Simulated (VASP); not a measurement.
Input of a VASP 6.6.1 run:

Contents of INCAR:

```
SYSTEM = Li2Se
PREC = Accurate
ENCUT = 750
EDIFF = 1E-6
ISMEAR = 0
SIGMA = 0.05
LREAL = .False.
LASPH = .True.
NELM = 120
ALGO = Normal
ISIF = 2
LWAVE = .False.
LCHARG = .False.
GGA = PE
NBANDS = 13
GGA_COMPAT = .False.
```

Contents of KPOINTS:

```
Automatic mesh
0
Gamma
  10 10 10
  0 0 0
```

Contents of POSCAR:

```
Li2Se
1.0
    0.0000000000      3.0031987212      3.0031987212
    3.0031987212      0.0000000000      3.0031987212
    3.0031987212      3.0031987212      0.0000000000
Li Se
2 1
Direct
    0.2500000000      0.2500000000      0.2500000000
    0.7500000000      0.7500000000      0.7500000000
    0.0000000000      0.0000000000      0.0000000000
```

Potentials or basis: VASP PAW PBE potentials, release 64 (Li_sv, Se).

Launch:

```sh
$ cat potpaw_PBE.64/Li_sv/POTCAR potpaw_PBE.64/Se/POTCAR > POTCAR
$ mpirun -np 1 vasp_std > vasp.out
```

**Question.** What does it give for the band gap on the k mesh?

**Answer.** 2.98 eV (least direct gap 3.38 eV).

**Question.** Predict the pressure.

**Answer.** -0.1 GPa.

A k mesh can miss the band edges. A hybrid or GW would open this gap; PBE tends to underestimate it.
